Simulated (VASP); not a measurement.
# TiO2 (R-3m) in VASP: a series of runs

The runs below take TiO2 through single point, with PBE+D3(BJ)+U.

Everything below comes from runs of VASP 6.6.1. Logs are shortened: lines on timing, memory, paths and dates and some standing lists are left out, and cuts for length are marked.

**1. The cell of the first run**

It takes space group R-3m (No. 166, trigonal). The conventional cell has a = 3.149 Å, b = 3.149 Å, c = 13.628 Å, α = 90.00°, β = 90.00°, γ = 120.00°. Ti (site symmetry -3m) has 6 O at 2.02 Å within 2.7 Å. O (site symmetry 3m) has 3 Ti at 2.02 Å and 4 O at 2.54 to 2.77 Å within 2.8 Å.

**2. Single point, PBE+D3(BJ)+U**

File INCAR:

```
PREC     = Accurate       # precision mode
ENCUT    = 520            # plane-wave cutoff, eV
EDIFF    = 1E-7           # SCF threshold, eV
ISMEAR   = 0              # smearing method
SIGMA    = 0.05           # smearing width, eV
LREAL    = F              # projectors in reciprocal space
LASPH    = T              # aspherical terms in the spheres
NELM     = 150            # most SCF steps
ALGO     = Normal         # electronic algorithm
ISIF     = 2              # what is computed and relaxed
LWAVE    = F              # write WAVECAR
LCHARG   = F              # write CHGCAR
LMAXMIX  = 4              # l up to which the mixer works
LDAU     = T              # DFT+U
LDAUTYPE = 2            
LDAUL    = 2 -1           # shell
LDAUU    = 4 0            # U, eV
LDAUJ    = 0 0          
LDAUPRINT= 1            
GGA      = PE             # functional
IVDW     = 12             # dispersion correction
NBANDS   = 19             # bands
```

File KPOINTS:

```
Automatic mesh
0
Gamma
  9 9 9
```

File POSCAR:

```
TiO2
1.0
    1.5742500000      0.9088936613      4.5427333333
   -1.5742500000      0.9088936613      4.5427333333
    0.0000000000     -1.8177873226      4.5427333333
Ti O
1 2
Direct
    0.0000000000      0.0000000000      0.0000000000
    0.6017580785      0.6017580785      0.6017580785
    0.3982419215      0.3982419215      0.3982419215
```

Potentials or basis: VASP PAW PBE potentials, release 64 (Ti_sv, O).

Launch:

```sh
$ cat potpaw_PBE.64/Ti_sv/POTCAR potpaw_PBE.64/O/POTCAR > POTCAR
$ mpirun -np 1 vasp_std > vasp.out
```

OUTCAR:

```text
PREC = Accurate
   ENCUT = 520
   EDIFF = 1E-7
   ISMEAR = 0
   LREAL = F
   LASPH = T
   NELM = 150
   ISIF = 2
   GGA = PE
   IVDW = 12
 IVDW          = 12

 ion  position               nearest neighbor table
   1  0.000  0.000  0.000-   2 2.02   2 2.02   3 2.02   3 2.02   2 2.02   3 2.02
   2  0.602  0.602  0.602-   1 2.02   1 2.02   1 2.02
   3  0.398  0.398  0.398-   1 2.02   1 2.02   1 2.02

  LATTYP: Found a trigonal (rhomboedric) cell.
 ALAT       =     4.8929313185
 COS(alpha) =     0.7929671978

  Lattice vectors:

 A1 = (   1.5742500000,   0.9088936613,   4.5427333333)
 A2 = (  -1.5742500000,   0.9088936613,   4.5427333333)
 A3 = (   0.0000000000,  -1.8177873226,   4.5427333333)

Analysis of symmetry for initial positions (statically):
=====================================================================
 Subroutine PRICEL returns:
 Original cell was already a primitive cell.

 Routine SETGRP: Setting up the symmetry group for a
 trigonal (rhombohedral) supercell.

 Subroutine GETGRP returns: Found 12 space group operations
 (whereof 12 operations were pure point group operations)
 out of a pool of 12 trial point group operations.

The static configuration has the point symmetry D_3d.

Analysis of symmetry for dynamics (positions and initial velocities):
=====================================================================
 Subroutine PRICEL returns:
 Original cell was already a primitive cell.

 Routine SETGRP: Setting up the symmetry group for a
 trigonal (rhombohedral) supercell.

 Subroutine GETGRP returns: Found 12 space group operations
 (whereof 12 operations were pure point group operations)
 out of a pool of 12 trial point group operations.

The dynamic configuration has the point symmetry D_3d.

 Subroutine INISYM returns: Found 12 space group operations
 (whereof 12 operations are pure point group operations),
 and found     1 'primitive' translations

----------------------------------------------------------------------------------------

                                     Primitive cell

  volume of cell :      38.9992

  direct lattice vectors                    reciprocal lattice vectors
     1.574250000  0.908893661  4.542733333     0.317611561  0.183373120  0.073377262
    -1.574250000  0.908893661  4.542733333    -0.317611561  0.183373120  0.073377262
     0.000000000 -1.817787323  4.542733333     0.000000000 -0.366746241  0.073377262

  length of vectors
     4.892931318  4.892931318  4.892931319     0.374014742  0.374014742  0.374014742

  position of ions in fractional coordinates (direct lattice)
     0.000000000  0.000000000  0.000000000
     0.601758078  0.601758078  0.601758078
     0.398241922  0.398241922  0.398241922

  ion indices of the primitive-cell ions
   primitive index   ion index
                 1           1
                 2           2
                 3           3

----------------------------------------------------------------------------------------

 KPOINTS: Automatic mesh

Automatic generation of k-mesh.
 Grid dimensions read from file:
 generate k-points for:    9    9    9

 Generating k-lattice:

  Cartesian coordinates                     Fractional coordinates (reciprocal lattice)
     0.035290173  0.020374791  0.008153029     0.111111111  0.000000000  0.000000000
    -0.035290173  0.020374791  0.008153029     0.000000000  0.111111111  0.000000000
     0.000000000 -0.040749582  0.008153029     0.000000000  0.000000000  0.111111111

  Length of vectors
     0.041557194  0.041557194  0.041557194
[... 40 lines left out ...]
   dimension x,y,z NGXF=    72 NGYF=   72 NGZF=   72
   ions per type =               1   2
   NGX,Y,Z   is equivalent  to a cutoff of  12.23, 12.23, 12.23 a.u.
   NGXF,Y,Z  is equivalent  to a cutoff of  24.46, 24.46, 24.46 a.u.
 SYSTEM =  unknown system
   PREC   = accura    normal or accurate (medium, high low for compatibility)
   ISTART =      0    job   : 0-new  1-cont  2-samecut
   ICHARG =      2    charge: 1-file 2-atom 10-const
   ISPIN  =      1    spin polarized calculation?
[... 54 lines left out ...]
  o =  0.0847  v =  0.0000  0.0000  0.0000  0.0000  0.0000 -0.7034  0.0000 -0.0000 -0.7108 -0.0000      0.0000  0.0000  0.0000  0.0000  0.0000  0.0000  0.0000  0.0000  0.0000  0.0000
  o =  0.0847  v =  0.0000  0.7108 -0.0000  0.0000  0.7034  0.0000  0.0000  0.0000  0.0000  0.0000      0.0000  0.0000  0.0000  0.0000  0.0000  0.0000  0.0000  0.0000  0.0000  0.0000
  o =  0.0847  v =  0.0000  0.0000  0.0000  0.0000  0.0000  0.0000  0.7108 -0.0000  0.0000  0.7034      0.0000  0.0000  0.0000  0.0000  0.0000  0.0000  0.0000  0.0000  0.0000  0.0000
  o =  0.0881  v =  0.0000  0.0000  0.0000  0.0000  0.0000  0.0000  0.0000  1.0000  0.0000  0.0000      0.0000  0.0000  0.0000  0.0000  0.0000  0.0000  0.0000  0.0000  0.0000  0.0000
  o =  0.0881  v =  0.0000  0.0000  1.0000  0.0000  0.0000  0.0000  0.0000  0.0000  0.0000  0.0000      0.0000  0.0000  0.0000  0.0000  0.0000  0.0000  0.0000  0.0000  0.0000  0.0000
  o =  0.2574  v = -0.7108  0.0000  0.0000  0.7034  0.0000  0.0000  0.0000  0.0000  0.0000  0.0000      0.0000  0.0000  0.0000  0.0000  0.0000  0.0000  0.0000  0.0000  0.0000  0.0000
  o =  0.2574  v =  0.0000  0.0000  0.0000  0.0000  0.0000 -0.7108  0.0000  0.0000  0.7034  0.0000      0.0000  0.0000  0.0000  0.0000  0.0000  0.0000  0.0000  0.0000  0.0000  0.0000
  o =  0.2574  v =  0.0000 -0.7034  0.0000  0.0000  0.7108  0.0000  0.0000  0.0000  0.0000  0.0000      0.0000  0.0000  0.0000  0.0000  0.0000  0.0000  0.0000  0.0000  0.0000  0.0000
  o =  0.2574  v =  0.0000  0.0000  0.0000  0.0000  0.0000  0.0000 -0.7034  0.0000  0.0000  0.7108      0.0000  0.0000  0.0000  0.0000  0.0000  0.0000  0.0000  0.0000  0.0000  0.0000

 number of electron      24.0000002 magnetization

 Free energy of the ion-electron system (eV)
  ---------------------------------------------------
  ext. energy  EPLUGINS =         0.00000000
  ---------------------------------------------------
  free energy    TOTEN  =       -23.59815190 eV

  energy without entropy =      -23.59815190  energy(sigma->0) =      -23.59815190

 E-fermi :   3.0161     XC(G=0):  -9.9613

 val. band max:        2.7775454006   @ k =  -0.2222   0.1111   0.0000
 cond. band min:       5.3259857616   @ k =   0.0000   0.0000   0.0000
 fundamental gap:      2.5484403610
 Fermi energy:         3.0161248502

 k-point     1 :       0.0000    0.0000    0.0000
  band No.  band energies     occupation
      1     -55.3615      2.00000
      2     -31.6018      2.00000
      3     -31.3231      2.00000
      4     -31.3231      2.00000
      5     -15.0928      2.00000
      6     -13.0368      2.00000
[... 505 lines left out ...]
      6     -13.5365      2.00000
[... 11 lines left out ...]
     18      13.1016      0.00000
     19      15.1770      0.00000

 [... further k-points ...]

------------------------ aborting loop because EDIFF is reached ----------------------------------------

 Edisp (eV)   -0.57480

 E8    (eV) :    -0.2247

  FORCE on cell =-STRESS in cart. coord.  units (eV):
  Direction    XX          YY          ZZ          XY          YZ          ZX
  --------------------------------------------------------------------------------------
  -------------------------------------------------------------------------------------
  Total      -3.18806    -3.18806     1.39214     0.00000    -0.00000     0.00000
  in kB    -130.97292  -130.97292    57.19225     0.00000    -0.00000     0.00000
  external pressure =      -68.25 kB  Pullay stress =        0.00 kB

 VOLUME and BASIS-vectors are now :
 -----------------------------------------------------------------------------
  energy-cutoff  :      520.00
  volume of cell :       39.00
      direct lattice vectors                 reciprocal lattice vectors
     1.574250000  0.908893661  4.542733333     0.317611561  0.183373120  0.073377262
    -1.574250000  0.908893661  4.542733333    -0.317611561  0.183373120  0.073377262
     0.000000000 -1.817787323  4.542733333     0.000000000 -0.366746241  0.073377262

 POSITION                                       TOTAL-FORCE (eV/Angst)
 -----------------------------------------------------------------------------------
      0.00000      0.00000      0.00000         0.000000      0.000000     -0.000000
      0.00000      0.00000      8.20088        -0.000000     -0.000000     -0.347708
      0.00000      0.00000      5.42732        -0.000000      0.000000      0.347708
 -----------------------------------------------------------------------------------
    total drift:                                0.000000      0.000000     -0.000000

  FREE ENERGIE OF THE ION-ELECTRON SYSTEM (eV)
  ---------------------------------------------------
  free  energy   TOTEN  =       -24.1729567275 eV

  energy  without entropy=      -24.1729567275  energy(sigma->0) =      -24.17295673
```

Wall time 47 s (1 thread of Intel Xeon 6975P-C (Granite Rapids), shared host); peak memory 0.24 GiB.

What came out:

```
Free energy                : -24.1730 eV
Pressure                   : -6.8 GPa
Largest force              : 0.348 eV/Å
Band gap on the k mesh     : 2.55 eV (least direct gap 2.80 eV)
Dispersion energy per atom : -0.192 eV
```

Forces in eV/Å, atoms in the order of the input:
```
Ti   0.000  0.000  0.000
O    0.000  0.000 -0.348
O    0.000  0.000  0.348
```

Eigenvalues of the final occupation matrices:
```
    site  spin  trace               eigenvalues
site 1 d     1   0.77  0.08 0.08 0.09 0.26 0.26
site 1 d     2   0.77  0.08 0.08 0.09 0.26 0.26
```

Caveat: the cell stands under tension; an odd mesh through Γ misses points on the zone boundary, where band edges can lie.

**3. Single point, PBE+D3(BJ)+U**

This run uses another cell than the first one, of 13.08 Å³/atom.

File INCAR:

```
PREC = Accurate
ENCUT = 520
EDIFF = 1E-6
ISMEAR = 0
SIGMA = 0.05
LREAL = F
LASPH = T
NELM = 150
ALGO = Normal
ISIF = 2
LWAVE = F
LCHARG = F
LMAXMIX = 4
LDAU = T
LDAUTYPE = 2
LDAUL = 2 -1
LDAUU = 4 0
LDAUJ = 0 0
LDAUPRINT = 1
GGA = PE
IVDW = 12
NBANDS = 19
```

File KPOINTS:

```
regular mesh
0
Gamma
  9 9 9
```

File POSCAR:

```
TiO2
1.0
    1.4689500000      0.8480986779      5.2476666667
   -1.4689500000      0.8480986779      5.2476666667
    0.0000000000     -1.6961973559      5.2476666667
Ti O
1 2
Direct
    0.0000000000      0.0000000000      0.0000000000
    0.6017580785      0.6017580785      0.6017580785
    0.3982419215      0.3982419215      0.3982419215
```

Potentials or basis: VASP PAW PBE potentials, release 64 (Ti_sv, O).

Launch:

```sh
$ cat potpaw_PBE.64/Ti_sv/POTCAR potpaw_PBE.64/O/POTCAR > POTCAR
$ mpirun -np 1 vasp_std > vasp.out
```

Wall time 81 s (1 thread of Intel Xeon 6975P-C (Granite Rapids), shared host); peak memory 0.29 GiB.

The run converged. Its results:

```
Free energy                : -24.2668 eV
Pressure                   : 5.2 GPa
Largest force              : 0.331 eV/Å
Band gap on the k mesh     : 3.17 eV (least direct gap 3.40 eV)
Dispersion energy per atom : -0.189 eV
```

Forces in eV/Å, atoms in the order of the input:
```
Ti   0.000  0.000  0.000
O    0.000  0.000  0.331
O    0.000  0.000 -0.331
```

Stress tensor (GPa, compression positive):
```
 9.95  0.00  0.00
 0.00  9.95  0.00
 0.00  0.00 -4.30
```

Levels at points of the mesh, in eV from the valence-band top:
| k point | band 10 | band 11 | band 12 | band 13 | band 14 | band 15 |
| --- | --- | --- | --- | --- | --- | --- |
| (0.00, 0.00, 0.00) | -0.41 | -0.30 | -0.30 | 3.25 | 3.25 | 4.65 |

Eigenvalues of the final occupation matrices:
| site | spin | trace | eigenvalues |
| --- | --- | --- | --- |
| site 1 d | 1 | 0.83 | 0.09 0.10 0.10 0.27 0.27 |
| site 1 d | 2 | 0.83 | 0.09 0.10 0.10 0.27 0.27 |

Caveat: the cell stands under pressure; an odd mesh through Γ misses points on the zone boundary, where band edges can lie.

**4. Single point, PBE+D3(BJ)+U**

This run uses another cell than the first one, of 13.29 Å³/atom.

File INCAR:

```
SYSTEM = TiO2
PREC = Accurate
ENCUT = 520
EDIFF = 1E-6
ISMEAR = 0
SIGMA = 0.05
LREAL = .FALSE.
LASPH = .TRUE.
NELM = 150
ALGO = Normal
ISIF = 2
LWAVE = .FALSE.
LCHARG = .TRUE.
LMAXMIX = 4
LDAU = .TRUE.
LDAUTYPE = 2
LDAUL = 2 -1
LDAUU = 4 0
LDAUJ = 0 0
LDAUPRINT = 1
GGA = PE
IVDW = 12
LELF = .TRUE.
LVHAR = .TRUE.
NBANDS = 19
```

File KPOINTS:

```
Automatic mesh
0
G
  9 9 9
  0 0 0
```

File POSCAR:

```
TiO2
1.0
    1.4338500000      0.8278336835      5.6001000000
   -1.4338500000      0.8278336835      5.6001000000
    0.0000000000     -1.6556673670      5.6001000000
Ti O
1 2
Direct
    0.0000000000      0.0000000000      0.0000000000
    0.6017580785      0.6017580785      0.6017580785
    0.3982419215      0.3982419215      0.3982419215
```

Launch:

```sh
$ cat potpaw_PBE.64/Ti_sv/POTCAR potpaw_PBE.64/O/POTCAR > POTCAR
$ mpirun -np 1 vasp_std > vasp.out
```

It took 1.8 min on 1 thread of Intel Xeon 6975P-C (Granite Rapids), shared host; peak memory 0.34 GiB.

The run converged. Its results:

- Free energy: -23.9794 eV
- Pressure: 7.2 GPa
- Largest force: 1.142 eV/Å
- Band gap on the k mesh: 3.01 eV (least direct gap 3.42 eV)
- Dispersion energy per atom: -0.186 eV

Forces on the atoms (eV/Å):
```
Ti   0.000  0.000  0.000
O    0.000  0.000  1.142
O    0.000  0.000 -1.142
```

Stress tensor (GPa, compression positive):
```
 16.78   0.00   0.00
  0.00  16.78   0.00
  0.00   0.00 -11.95
```

Levels at points of the mesh, in eV from the valence-band top:
| k point | band 9 | band 10 | band 11 | band 12 | band 13 | band 14 | band 15 | band 16 |
| --- | --- | --- | --- | --- | --- | --- | --- | --- |
| (0.00, 0.00, 0.00) | -2.92 | -0.47 | -0.02 | -0.02 | 3.45 | 3.45 | 4.57 | 6.55 |

Eigenvalues of the final occupation matrices:
```tsv
site	spin	trace	eigenvalues
site 1 d	1	0.85	0.10 0.10 0.10 0.27 0.27
site 1 d	2	0.85	0.10 0.10 0.10 0.27 0.27
```

Caveat: the cell stands under pressure; an odd mesh through Γ misses points on the zone boundary, where band edges can lie; forces of over 1 eV/Å act on the atoms, so gaps and moduli don't describe the material at rest.

**5. Single point, PBE+D3(BJ)+U**

This run uses another cell than the first one, of 13.39 Å³/atom.

File INCAR:

```
ALGO = Normal
EDIFF = 1E-7
ENCUT = 520
GGA = PE
ISIF = 2
ISMEAR = 0
IVDW = 12
LASPH = T
LCHARG = F
LDAU = T
LDAUJ = 0 0
LDAUL = 2 -1
LDAUPRINT = 1
LDAUTYPE = 2
LDAUU = 4 0
LMAXMIX = 4
LREAL = F
LWAVE = F
NBANDS = 19
NELM = 150
PREC = Accurate
SIGMA = 0.05
```

File KPOINTS:

```
k-points
0
Gamma
  9 9 9
```

File POSCAR:

```
TiO2
1.0
    1.5391500000      0.8886286668      4.8951988906
   -1.5391500000      0.8886286668      4.8951988906
    0.0000000000     -1.7772573337      4.8951988906
Ti O
1 2
Direct
    0.0000000000      0.0000000000      0.0000000000
    0.6017580785      0.6017580785      0.6017580785
    0.3982419215      0.3982419215      0.3982419215
```

Launch:

```sh
$ cat potpaw_PBE.64/Ti_sv/POTCAR potpaw_PBE.64/O/POTCAR > POTCAR
$ mpirun -np 1 vasp_std > vasp.out
```

Run time: 72 s. Hardware: 1 thread of Intel Xeon 6975P-C (Granite Rapids), shared host; peak memory 0.27 GiB.

It converged, with:

* Free energy: -24.3320 eV
* Pressure: -5.8 GPa
* Largest force: 0.178 eV/Å
* Band gap on the k mesh: 2.79 eV (least direct gap 3.10 eV)
* Dispersion energy per atom: -0.184 eV

Forces in eV/Å, atoms in the order of the input:
```
Ti   0.000  0.000  0.000
O    0.000  0.000  0.178
O    0.000  0.000 -0.178
```

Stress tensor (GPa, compression positive):
```
-8.02  0.00  0.00
 0.00 -8.02  0.00
 0.00  0.00 -1.35
```

Levels at points of the mesh, in eV from the valence-band top:
| k point | band 8 | band 9 | band 10 | band 11 | band 12 | band 13 | band 14 | band 15 | band 16 | band 17 |
| --- | --- | --- | --- | --- | --- | --- | --- | --- | --- | --- |
| (0.00, 0.00, 0.00) | -3.75 | -3.75 | -0.60 | -0.60 | -0.31 | 2.79 | 2.79 | 4.20 | 6.19 | 6.19 |

Eigenvalues of the final occupation matrices:
| site | spin | trace | eigenvalues |
| --- | --- | --- | --- |
| site 1 d | 1 | 0.78 | 0.09 0.09 0.09 0.26 0.26 |
| site 1 d | 2 | 0.78 | 0.09 0.09 0.09 0.26 0.26 |

Caveat: the cell stands under tension; an odd mesh through Γ misses points on the zone boundary, where band edges can lie.

**6. Single point, PBE+D3(BJ)+U**

This run uses another cell than the first one, of 13.45 Å³/atom.

File INCAR:

```
SYSTEM = TiO2
  PREC = Accurate
  ENCUT = 520
  EDIFF = 1E-6
  ISMEAR = 0
  SIGMA = 0.05
  LREAL = .False.
  LASPH = .True.
  NELM = 150
  ALGO = Normal
  ISIF = 2
  LWAVE = .False.
  LCHARG = .False.
  LMAXMIX = 4
  LDAU = .True.
  LDAUTYPE = 2
  LDAUL = 2 -1
  LDAUU = 4 0
  LDAUJ = 0 0
  LDAUPRINT = 1
  GGA = PE
  IVDW = 12
  NBANDS = 19
```

File KPOINTS:

```
regular mesh
0
Gamma
  9 9 9
  0 0 0
```

File POSCAR:

```
TiO2
1.0
    1.3987500000      0.8075686890      5.9525666667
   -1.3987500000      0.8075686890      5.9525666667
    0.0000000000     -1.6151373781      5.9525666667
Ti O
1 2
Direct
    0.0000000000      0.0000000000      0.0000000000
    0.6017580785      0.6017580785      0.6017580785
    0.3982419215      0.3982419215      0.3982419215
```

Potentials or basis: VASP PAW PBE potentials, release 64 (Ti_sv, O).

Launch:

```sh
$ cat potpaw_PBE.64/Ti_sv/POTCAR potpaw_PBE.64/O/POTCAR > POTCAR
$ mpirun -np 1 vasp_std > vasp.out
```

Wall time 1.7 min (1 thread of Intel Xeon 6975P-C (Granite Rapids), shared host); peak memory 0.34 GiB.

The run converged. Its results:

| Property | Result |
| --- | --- |
| Free energy | -23.4790 eV |
| Pressure | 9.6 GPa |
| Largest force | 1.999 eV/Å |
| Band gap on the k mesh | 2.46 eV (least direct gap 3.26 eV) |
| Dispersion energy per atom | -0.186 eV |

Forces in eV/Å, atoms in the order of the input:
```
Ti   0.000  0.000  0.000
O    0.000  0.000  1.999
O    0.000  0.000 -1.999
```

Stress tensor (GPa, compression positive):
```
 24.58   0.00   0.00
  0.00  24.58   0.00
  0.00   0.00 -20.33
```

Levels at points of the mesh, in eV from the valence-band top:
```tsv
k point	band 8	band 9	band 10	band 11	band 12	band 13	band 14	band 15	band 16	band 17
(0.00, 0.00, 0.00)	-2.69	-2.69	-0.83	-0.01	-0.01	3.31	3.31	4.01	6.15	6.15
```

Eigenvalues of the final occupation matrices:
```csv
site,spin,trace,eigenvalues
site 1 d,1,0.87,0.10 0.11 0.11 0.27 0.27
site 1 d,2,0.87,0.10 0.11 0.11 0.27 0.27
```

Caveat: the cell stands under pressure; an odd mesh through Γ misses points on the zone boundary, where band edges can lie; forces of over 1 eV/Å act on the atoms, so gaps and moduli don't describe the material at rest.

**7. The runs side by side**

| cell | gap on the mesh (eV) | pressure (GPa) | largest force (eV/Å) |
| --- | --- | --- | --- |
| a = 4.893 Å, angles 37.5°, 3 atoms | 2.55 | -6.8 | 0.35 |
| a = 5.515 Å, angles 30.9°, 3 atoms | 3.17 | 5.2 | 0.33 |
| a = 5.840 Å, angles 28.4°, 3 atoms | 3.01 | 7.2 | 1.14 |
| a = 5.208 Å, angles 34.4°, 3 atoms | 2.79 | -5.8 | 0.18 |
| a = 6.168 Å, angles 26.2°, 3 atoms | 2.46 | 9.6 | 2.00 |

Alike in all rows: task single point; level PBE+D3(BJ)+U; potentials or basis VASP PAW PBE potentials, release 64 (Ti_sv, O); no spin polarisation; Ti d U = 4.0 eV; k mesh 9 × 9 × 9; cutoff (eV) 520; smearing gaussian 0.05 eV.

Caveats: an odd mesh through Γ misses points on the zone boundary, where band edges can lie; the cell stands under pressure (at least some runs); the cell stands under tension (at least some runs); forces of over 1 eV/Å act on the atoms, so gaps and moduli don't describe the material at rest (at least some runs).

Total energies depend on the potentials used, so only differences within one code and one set of settings carry meaning.
